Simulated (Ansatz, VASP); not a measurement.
# PbO in VASP and in Ansatz

INCAR

```
PREC = Accurate ; ENCUT = 520
EDIFF = 1E-6 ; ISMEAR = 0
SIGMA = 0.05 ; LREAL = False
LASPH = True ; NELM = 100
ALGO = Normal ; ISIF = 2
LWAVE = False ; LCHARG = True
GGA = PS ; LELF = True
LVHAR = True ; NBANDS = 28
```

KPOINTS

```
Automatic mesh
0
Gamma
  8 8 6
```

Contents of POSCAR:

```
PbO
1.0
    3.8551680000      0.0000000000      0.0000000000
    0.0000000000      3.8551680000      0.0000000000
    0.0000000000      0.0000000000      4.9466700000
Pb O
2 2
Direct
    0.0000000000      0.5000000000      0.2351000000
    0.5000000000      0.0000000000      0.7649000000
    0.0000000000      0.0000000000      0.0000000000
    0.5000000000      0.5000000000      0.0000000000
```

Input for Ansatz:

```yaml
crystal:
  lattice:
    - [3.855168, 0.0, 0.0]
    - [0.0, 3.855168, 0.0]
    - [0.0, 0.0, 4.94667]
  atoms:
    - { symbol: Pb, position: [0.0, 0.5, 0.2351] }
    - { symbol: Pb, position: [0.5, 0.0, 0.7649] }
    - { symbol: O, position: [0.0, 0.0, 0.0] }
    - { symbol: O, position: [0.5, 0.5, 0.0] }
basis:
  ecutwfc: 420
kpoints:
  mp_grid: { grid: [8, 8, 6] }
hamiltonian:
  xc: pbesol
scf:
  occupations: { method: gaussian, width: 0.05 }
output:
  forces: true
  stress: true
  eigenvalues: true
  write_density: true
  write_potential: true
  elf: true
  volumetric_format: npy
```

Change from the starting cell: strain -0.030 along x and y, -0.015 along z, atoms carried along.

Alike in both runs: task single point; functional PBEsol; k mesh 8 × 8 × 6; occupations gaussian, width 0.05 eV; no spin polarisation.

|  | VASP | Ansatz |
| --- | --- | --- |
| version | VASP 6.6.1 | Ansatz 0.2.0 |
| potentials or method | VASP PAW PBE potentials, release 64 (Pb_d, O), cutoff 520 eV | scalar-relativistic, plane waves, PAW |
| valence electrons in the cell | 40 | 40 |

VASP gave:

- gap on the k mesh at the Fermi level (eV): 1.00
- least direct gap on the mesh (eV): 2.36
- pressure (GPa): 9.1
- traceless stress, the component that is largest in VASP (GPa): -1.55
- rms of the force components (eV/Å): 0.525

**Question.** Estimate Ansatz's values.

**Answer.** gap on the k mesh at the Fermi level (eV): 0.99; least direct gap on the mesh (eV): 2.37; pressure (GPa): 8.9; traceless stress, the component that is largest in VASP (GPa): -1.54; rms of the force components (eV/Å): 0.502.

VASP's potentials were made for PBE, not for PBEsol. Atom by atom the forces differ by 0.023 eV/Å (rms over components). With one functional, cell and mesh, what is left measures potentials, basis and numerics.

Neither program's run includes spin-orbit coupling.
